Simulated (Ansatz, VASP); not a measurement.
# TaN: VASP beside Ansatz

```xyz
4
Lattice="2.9434 0.0000 0.0000 -1.4717 2.5490 0.0000 0.0000 0.0000 5.5642" Properties=species:S:1:pos:R:3 pbc="T T T"
Ta    1.4717    0.8497    4.1731
Ta    0.0000    1.6993    1.3910
N     0.0000    0.0000    0.0000
N     0.0000    0.0000    2.7821
```

Alike in both runs: functional PBEsol; k mesh 18 × 18 × 8; occupations gaussian, width 0.1 eV; no spin polarisation.

Ansatz relaxed the structure, and its values are those at the end. VASP's run is a single point on that final structure, the one shown.

```csv
,VASP,Ansatz
version,VASP 6.6.1,Ansatz 0.2.0
potentials or method,"VASP PAW PBE potentials, release 64 (Ta_pv, N), cutoff 520 eV","scalar-relativistic, plane waves, PAW"
valence electrons in the cell,32,36
```

Ansatz gave:

```
gap on the k mesh at the Fermi level (eV) : none
pressure (GPa)                            : 0.0
```

Task: What did VASP give for the same quantities?

Result: gap on the k mesh at the Fermi level (eV): none; pressure (GPa): 0.9.

VASP's potentials were made for PBE, not for PBEsol. A gap of «none» marks a metal or a gap that the smearing closes. VASP's potentials hold 32 valence electrons a cell and Ansatz's 36, so a difference there can come from the potentials and not from the codes.

Spin-orbit coupling is off throughout.
